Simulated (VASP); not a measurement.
# Pb (Fm-3m) in VASP: further runs

Pb is run at these levels: r2SCAN; tasks: single point.

Program: VASP 6.6.1. These are calculated values, not measurements. Logs are shortened: lines on timing, memory, paths and dates and some standing lists are left out, and cuts for length are marked.

## (1) The cell of the first run

It takes space group Fm-3m (No. 225, cubic). Conventional cell: a = 4.989 Å, b = 4.989 Å, c = 4.989 Å, α = 90.00°, β = 90.00°, γ = 90.00°. Within 4.6 Å of Pb (site symmetry m-3m) lie 12 Pb at 3.53 Å.

## (2) Single point, r2SCAN

The input, POSCAR:

```
Pb
1.0
    0.0000000000      2.4946408835      2.4946408835
    2.4946408835      0.0000000000      2.4946408835
    2.4946408835      2.4946408835      0.0000000000
Pb
1
Direct
    0.0000000000      0.0000000000      0.0000000000
```

The input, INCAR.step1:

```
PREC = Accurate
ENCUT = 520
ISMEAR = -1
SIGMA = 0.1
LREAL = False
LASPH = True
NELM = 100
NBANDS = 13
GGA = PE
ALGO = Normal
EDIFF = 1E-4
LWAVE = True
LCHARG = False
```

The input, INCAR.step2:

```
PREC = Accurate
ENCUT = 520
EDIFF = 1E-6
ISMEAR = -1
SIGMA = 0.1
LREAL = False
LASPH = True
NELM = 100
ALGO = Normal
ISIF = 2
LWAVE = False
LCHARG = False
METAGGA = R2SCAN
LMIXTAU = True
NBANDS = 13
ISTART = 1
```

The input, KPOINTS:

```
Automatic mesh
0
Gamma
  5 5 5
```

Potentials or basis: VASP PAW PBE potentials, release 64 (Pb_d).

Launch:

```bash
$ cat potpaw_PBE.64/Pb_d/POTCAR > POTCAR
$ cp INCAR.step1 INCAR
$ mpirun -np 1 vasp_std > vasp.out
$ cp INCAR.step2 INCAR
$ mpirun -np 1 vasp_std > vasp.out
```

OUTCAR:

```text
PREC = Accurate
   ENCUT = 520
   EDIFF = 1E-6
   ISMEAR = -1
   LREAL = False
   LASPH = True
   NELM = 100
   ISIF = 2
   METAGGA = R2SCAN
   ISTART = 1

 ion  position               nearest neighbor table
   1  0.000  0.000  0.000-

  LATTYP: Found a face centered cubic cell.
 ALAT       =     4.9892817670

  Lattice vectors:

 A1 = (   0.0000000000,   2.4946408835,   2.4946408835)
 A2 = (   2.4946408835,   0.0000000000,   2.4946408835)
 A3 = (   2.4946408835,   2.4946408835,   0.0000000000)

Analysis of symmetry for initial positions (statically):
=====================================================================
 Subroutine PRICEL returns:
 Original cell was already a primitive cell.

 Routine SETGRP: Setting up the symmetry group for a
 face centered cubic supercell.

 Subroutine GETGRP returns: Found 48 space group operations
 (whereof 48 operations were pure point group operations)
 out of a pool of 48 trial point group operations.

The static configuration has the point symmetry O_h .

Analysis of symmetry for dynamics (positions and initial velocities):
=====================================================================
 Subroutine PRICEL returns:
 Original cell was already a primitive cell.

 Routine SETGRP: Setting up the symmetry group for a
 face centered cubic supercell.

 Subroutine GETGRP returns: Found 48 space group operations
 (whereof 48 operations were pure point group operations)
 out of a pool of 48 trial point group operations.

The dynamic configuration has the point symmetry O_h .

 Subroutine INISYM returns: Found 48 space group operations
 (whereof 48 operations are pure point group operations),
 and found     1 'primitive' translations

----------------------------------------------------------------------------------------

                                     Primitive cell

  volume of cell :      31.0495

  direct lattice vectors                    reciprocal lattice vectors
     0.000000000  2.494640883  2.494640883    -0.200429650  0.200429650  0.200429650
     2.494640883  0.000000000  2.494640883     0.200429650 -0.200429650  0.200429650
     2.494640883  2.494640883  0.000000000     0.200429650  0.200429650 -0.200429650

  length of vectors
     3.527954971  3.527954971  3.527954971     0.347154338  0.347154338  0.347154338

  position of ions in fractional coordinates (direct lattice)
     0.000000000  0.000000000  0.000000000

  ion indices of the primitive-cell ions
   primitive index   ion index
                 1           1

----------------------------------------------------------------------------------------

 KPOINTS: Automatic mesh

Automatic generation of k-mesh.
 Grid dimensions read from file:
 generate k-points for:    5    5    5

 Generating k-lattice:

  Cartesian coordinates                     Fractional coordinates (reciprocal lattice)
    -0.040085930  0.040085930  0.040085930     0.200000000  0.000000000  0.000000000
     0.040085930 -0.040085930  0.040085930     0.000000000  0.200000000  0.000000000
     0.040085930  0.040085930 -0.040085930     0.000000000  0.000000000  0.200000000

  Length of vectors
     0.069430868  0.069430868  0.069430868

  Shift w.r.t. Gamma in fractional coordinates (k-lattice)
     0.000000000  0.000000000  0.000000000

 Subroutine IBZKPT returns following result:
 ===========================================

 Found     10 irreducible k-points:

 Following reciprocal coordinates:
            Coordinates               Weight
  0.000000  0.000000  0.000000      1.000000
  0.200000  0.000000  0.000000      8.000000
  0.400000  0.000000  0.000000      8.000000
  0.200000  0.200000  0.000000      6.000000
  0.400000  0.200000  0.000000     24.000000
 -0.400000  0.200000  0.000000     24.000000
 -0.200000  0.200000  0.000000     12.000000
  0.400000  0.400000  0.000000      6.000000
 -0.400000  0.400000  0.000000     12.000000
 -0.400000  0.400000  0.200000     24.000000
   k-points           NKPTS =     10   k-points in BZ     NKDIM =     10   number of bands    NBANDS=     13
   number of dos      NEDOS =    301   number of ions     NIONS =      1
   total plane-waves  NPLWV =  21952
   dimension x,y,z NGX =    28 NGY =   28 NGZ =   28
   dimension x,y,z NGXF=    56 NGYF=   56 NGZF=   56
   ions per type =               1
   NGX,Y,Z   is equivalent  to a cutoff of  13.19, 13.19, 13.19 a.u.
   NGXF,Y,Z  is equivalent  to a cutoff of  26.39, 26.39, 26.39 a.u.
 SYSTEM =  unknown system
   PREC   = accura    normal or accurate (medium, high low for compatibility)
   ISTART =      1    job   : 0-new  1-cont  2-samecut
   ICHARG =      0    charge: 1-file 2-atom 10-const
   ISPIN  =      1    spin polarized calculation?
   LNONCOLLINEAR =      F non collinear calculations
   LSORBIT =      F    spin-orbit coupling
   LASPH  =      T    aspherical Exc in radial PAW
   ENCUT  =  520.0 eV  38.22 Ry    6.18 a.u.   6.56  6.56  6.56*2*pi/ulx,y,z
   NELM   =    100;   NELMIN=  2; NELMDL=  0     # of ELM steps
   EDIFF  = 0.1E-05   stopping-criterion for ELM
   LREAL  =      F    real-space projection
   EDIFFG = 0.1E-04   stopping-criterion for IOM
   NSW    =      0    number of steps for IOM
   IBRION =     -1    ionic relax: 0-MD 1-quasi-New 2-CG
   NFREE  =      0    steps in history (QN), initial steepest desc. (CG)
   ISIF   =      2    stress and relaxation
   ISYM   =      2    0-nonsym 1-usesym 2-fastsym
   POTIM  = 0.5000    time-step for ionic-motion
   TEBEG  =    0.0;   TEEND  =   0.0 temperature during run
   PSTRESS=    0.0 pullay stress
   NELECT =      14.0000    total number of electrons
   NUPDOWN=      -1.0000    fix difference up-down
   EMIN   =  10.00;   EMAX   =-10.00  energy-range for DOS
   EFERMI =   0.00;   METHOD = LEGACY
   ISMEAR =    -1;   SIGMA  =   0.10  broadening in eV -4-tet -1-fermi 0-gaus
   EFERMI_NEDOS =   21; number of points for ismear=-14 and -15
   IALGO  =     38    algorithm
   IMIX   =      4    mixing-type and parameters
     AMIX     =   0.40;   BMIX     =  1.00
     AMIX_MAG =   1.60;   BMIX_MAG =  1.00
  volume/ion in A,a.u.               =      31.05       209.53
  Fermi-wavevector in a.u.,A,eV,Ry     =   1.255354  2.372275 21.441600  1.575913
  Thomas-Fermi vector in A             =   2.389115
   LORBIT       =      0    0 simple, 1 ext, 2 COOP (PROOUT), +10 PAW based schemes
   METAGGA = R2SCAN    functional components
   LHFCALC =     F    Hartree Fock is set to
   AEXX    =    0.0000 exact exchange contribution
   IVDW    =     0    specifies the selected vdW correction
   LEPSILON=     F    determine dielectric tensor
   LRPA    =     F    only Hartree local field effects (RPA)
 non-spin polarized calculation
  energy-cutoff  :      520.00
  volume of cell :       31.05
 maximum number of plane-waves:       869
 NGX is ok and might be reduce to    28
   NGX = 13   NGY = 13   NGZ = 13

 number of electron      14.0000000 magnetization

 Free energy of the ion-electron system (eV)
  ---------------------------------------------------
  ext. energy  EPLUGINS =         0.00000000
  ---------------------------------------------------
  free energy    TOTEN  =       -56.26334136 eV

  energy without entropy =      -56.23366897  energy(sigma->0) =      -56.24850517

 E-fermi :   6.6880     XC(G=0): -10.8022

 val. band max:        6.6263179463   @ k =  -0.4000   0.4000   0.2000
 cond. band min:       7.2039867300   @ k =  -0.2000   0.2000   0.0000
 fundamental gap:      0.5776687837
 Fermi energy:         6.6879595622

 k-point     1 :       0.0000    0.0000    0.0000
  band No.  band energies     occupation
      1     -10.7597      2.00000
      2     -10.7597      2.00000
      3     -10.7597      2.00000
      4     -10.6226      2.00000
      5     -10.6226      2.00000
      6      -5.1776      2.00000
      7      14.4996      0.00000
      8      14.4996      0.00000
      9      14.4996      0.00000
     10      17.3721      0.00000
     11      18.9507      0.00000
     12      19.8740      0.00000
     13      19.8740      0.00000

 k-point     2 :       0.2000    0.0000    0.0000
  band No.  band energies     occupation
      1     -10.7634      2.00000
      2     -10.7255      2.00000
      3     -10.7255      2.00000
      4     -10.6075      2.00000
      5     -10.6075      2.00000
      6      -4.3891      2.00000
      7       9.2922      0.00000
      8      13.7230      0.00000
      9      13.7230      0.00000
     10      16.5588      0.00000
     11      19.8297      0.00000
     12      20.3154      0.00000
     13      20.3154      0.00000

 k-point     3 :       0.4000    0.0000    0.0000
  band No.  band energies     occupation
      1     -10.7823      2.00000
      2     -10.7431      2.00000
      3     -10.7431      2.00000
      4     -10.5074      2.00000
      5     -10.5074      2.00000
      6      -2.2371      2.00000
      7       3.8553      2.00000
      8      12.7647      0.00000
      9      12.7648      0.00000
     10      16.4924      0.00000
     11      17.5223      0.00000
     12      18.8054      0.00000
     13      18.8054      0.00000
[... 81 lines left out ...]
 k-point     9 :      -0.4000    0.4000    0.0000
  band No.  band energies     occupation
      1     -10.8626      2.00000
      2     -10.7672      2.00000
      3     -10.5387      2.00000
      4     -10.5196      2.00000
      5     -10.4788      2.00000
      6      -0.0627      2.00000
      7       4.2447      2.00000
      8       6.4017      1.89190
      9       9.6605      0.00000
     10      13.6373      0.00000
     11      17.3737      0.00000
     12      24.5273      0.00000
     13      25.4765      0.00000

 k-point    10 :      -0.4000    0.4000    0.2000
  band No.  band energies     occupation
      1     -10.7628      2.00000
      2     -10.7508      2.00000
      3     -10.6421      2.00000
      4     -10.5497      2.00000
      5     -10.4853      2.00000
      6      -0.6490      2.00000
      7       5.0987      2.00000
      8       6.6263      1.29881
      9       8.6402      0.00000
     10      17.1997      0.00000
     11      18.2655      0.00000
     12      19.7612      0.00000
     13      23.7352      0.00000

------------------------ aborting loop because EDIFF is reached ----------------------------------------

  FORCE on cell =-STRESS in cart. coord.  units (eV):
  Direction    XX          YY          ZZ          XY          YZ          ZX
  --------------------------------------------------------------------------------------
  -------------------------------------------------------------------------------------
  Total       -0.0693041     -0.0693041     -0.0693041     -0.0000000     -0.0000000     -0.0000000
  in kB       -3.5761488     -3.5761488     -3.5761488     -0.0000000     -0.0000000     -0.0000000
  external PRESSURE =      -3.5761488 kB  Pullay stress =       0.0000000 kB

 VOLUME and BASIS-vectors are now :
 -----------------------------------------------------------------------------
  energy-cutoff  :      520.00
  volume of cell :       31.05
      direct lattice vectors                 reciprocal lattice vectors
     0.000000000  2.494640883  2.494640883    -0.200429650  0.200429650  0.200429650
     2.494640883  0.000000000  2.494640883     0.200429650 -0.200429650  0.200429650
     2.494640883  2.494640883  0.000000000     0.200429650  0.200429650 -0.200429650

 POSITION                                       TOTAL-FORCE (eV/Angst)
 -----------------------------------------------------------------------------------
      0.00000      0.00000      0.00000         0.000000      0.000000      0.000000
 -----------------------------------------------------------------------------------
    total drift:                               -0.000000     -0.000000     -0.000000

  FREE ENERGIE OF THE ION-ELECTRON SYSTEM (eV)
  ---------------------------------------------------
  free  energy   TOTEN  =       -56.2633413606 eV

  energy  without entropy=      -56.2336689744  energy(sigma->0) =      -56.24850517
```

Run time: 19 s. Hardware: 1 thread of Intel Xeon Platinum 8488C (Sapphire Rapids), shared host; peak memory 0.15 GiB.

What came out:

```
Free energy            : -56.2633 eV
Pressure               : -0.4 GPa
Band gap on the k mesh : zero (band 7 reaches 14.50 eV, above the bottom of band 8 at 6.40 eV)
```

Caveat: the k points lie up to 0.44 Å⁻¹ apart; the PAW data sets were made with another functional, which shifts forces and pressure a little; spin-orbit coupling is left out, which moves the levels of the heavy elements.

## (3) Single point, r2SCAN

POSCAR is that of step 2.

The input, INCAR.step1:

```
SYSTEM = Pb
ALGO = Normal
EDIFF = 1E-4
ENCUT = 520
GGA = PE
ISMEAR = -1
LASPH = .TRUE.
LCHARG = .FALSE.
LREAL = .FALSE.
LWAVE = .TRUE.
NBANDS = 13
NELM = 80
PREC = Accurate
SIGMA = 0.1
```

The input, INCAR.step2:

```
SYSTEM = Pb
ALGO = Normal
EDIFF = 1E-6
ENCUT = 520
ISIF = 2
ISMEAR = -1
ISTART = 1
LASPH = .TRUE.
LCHARG = .TRUE.
LELF = .TRUE.
LMIXTAU = .TRUE.
LREAL = .FALSE.
LVHAR = .TRUE.
LWAVE = .FALSE.
METAGGA = R2SCAN
NBANDS = 13
NELM = 80
PREC = Accurate
SIGMA = 0.1
```

The input, KPOINTS:

```
k-points
0
G
  7 7 7
  0 0 0
```

Potentials or basis: VASP PAW PBE potentials, release 64 (Pb_d).

Launch:

```bash
$ cat potpaw_PBE.64/Pb_d/POTCAR > POTCAR
$ cp INCAR.step1 INCAR
$ mpirun -np 1 vasp_std > vasp.out
$ cp INCAR.step2 INCAR
$ mpirun -np 1 vasp_std > vasp.out
```

Run time: 32 s. Hardware: 1 thread of Intel Xeon Platinum 8488C (Sapphire Rapids), shared host; peak memory 0.16 GiB.

The run converged. Its results:

- Free energy: -56.2964 eV
- Pressure: 0.6 GPa
- Band gap on the k mesh: zero (band 7 reaches 14.50 eV, above the bottom of band 8 at 5.52 eV)

Levels at points of the mesh, in eV from the Fermi level:
```
           k point  band 5  band 6  band 7  band 8  band 9  band 10
(0.00, 0.00, 0.00)  -17.61  -12.18    7.48    7.48    7.48    10.35
```

Caveat: the PAW data sets were made with another functional, which shifts forces and pressure a little; spin-orbit coupling is left out, which moves the levels of the heavy elements.
